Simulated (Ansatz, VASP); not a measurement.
## MnSi: VASP beside Ansatz

The input INCAR:

```
PREC = Accurate
ENCUT = 520
EDIFF = 1E-6
ISMEAR = -1
SIGMA = 0.05
LREAL = False
LASPH = True
NELM = 150
ALGO = Normal
ISIF = 2
LWAVE = False
LCHARG = False
ISPIN = 2
MAGMOM = 4 0
LORBIT = 11
LMAXMIX = 4
GGA = PE
NBANDS = 20
```

The input KPOINTS:

```
Automatic mesh
0
Gamma
  9 9 9
```

Contents of POSCAR:

```
MnSi
1.0
    0.0000000000      2.5102628500      2.5102628500
    2.5102628500      0.0000000000      2.5102628500
    2.5102628500      2.5102628500      0.0000000000
Mn Si
1 1
Direct
    0.0000000000      0.0000000000      0.0000000000
    0.2500000000      0.2500000000      0.2500000000
```

Contents of input.yaml:

```yaml
crystal:
  lattice:
    - [0.0, 2.51026285, 2.51026285]
    - [2.51026285, 0.0, 2.51026285]
    - [2.51026285, 2.51026285, 0.0]
  atoms:
    - { symbol: Mn, position: [0.0, 0.0, 0.0], spin: 4.0 }
    - { symbol: Si, position: [0.25, 0.25, 0.25] }
kpoints:
  mp_grid: { grid: [9, 9, 9] }
scf:
  occupations: { method: fermi_dirac, width: 0.05 }
hamiltonian:
  xc: pbe
  pseudopotentials: { kind: all_electron, lapw: { basis_error: 0.0005 } }
magnetization:
  spin_polarized: true
output:
  forces: true
  stress: true
  eigenvalues: true
```

Change from the starting cell: volume scaled by 0.98.

Alike in both runs: task single point; functional PBE; k mesh 9 × 9 × 9; occupations fermi-dirac, width 0.05 eV; collinear spin.

|  | VASP | Ansatz |
| --- | --- | --- |
| version | VASP 6.6.1 | Ansatz 0.2.0 |
| potentials or method | VASP PAW PBE potentials, release 64 (Mn_pv, Si), cutoff 520 eV | all-electron LAPW, scalar-relativistic |

```tsv
	VASP	Ansatz	Ansatz less VASP
gap on the k mesh at the Fermi level (eV)	none	none	-
pressure (GPa)	21.8	21.8	+0.05
net moment per atom (μB)	0.99	1.00	+0.003
size of the moment on the site where the two differ most (μB)	0.14	0.09	-0.048
```

Site moments also hang on the region over which each program counts them. A gap of «none» marks a metal or a gap that the smearing closes. Ansatz ran all-electron here, and VASP with PAW potentials.
